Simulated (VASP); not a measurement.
Here is a VASP 6.6.1 calculation.

Contents of INCAR:

```
SYSTEM = LiH
PREC = Accurate
ENCUT = 520
EDIFF = 1E-6
ISMEAR = -1
SIGMA = 0.02
LREAL = .FALSE.
LASPH = .TRUE.
NELM = 80
ALGO = Normal
ISIF = 2
LWAVE = .FALSE.
LCHARG = .FALSE.
GGA = PS
NBANDS = 9
```

Contents of KPOINTS:

```
regular mesh
0
G
  10 10 10
  0 0 0
```

The input POSCAR:

```
LiH
1.0
    0.0000000000      2.1287614965      2.1287614965
    2.1287614965      0.0000000000      2.1287614965
    2.1287614965      2.1287614965      0.0000000000
Li H
1 1
Direct
    0.0000000000      0.0000000000      0.0000000000
    0.2500000000      0.2500000000      0.2500000000
```

Potentials or basis: VASP PAW PBE potentials, release 64 (Li_sv, H).

The run is started by

```console
$ cat potpaw_PBE.64/Li_sv/POTCAR potpaw_PBE.64/H/POTCAR > POTCAR
$ mpirun -np 1 vasp_std > vasp.out
```

(1) What does it give for the band gap on the k mesh?

Answers

(1) 4.06 eV, indirect (least direct gap 5.12 eV).
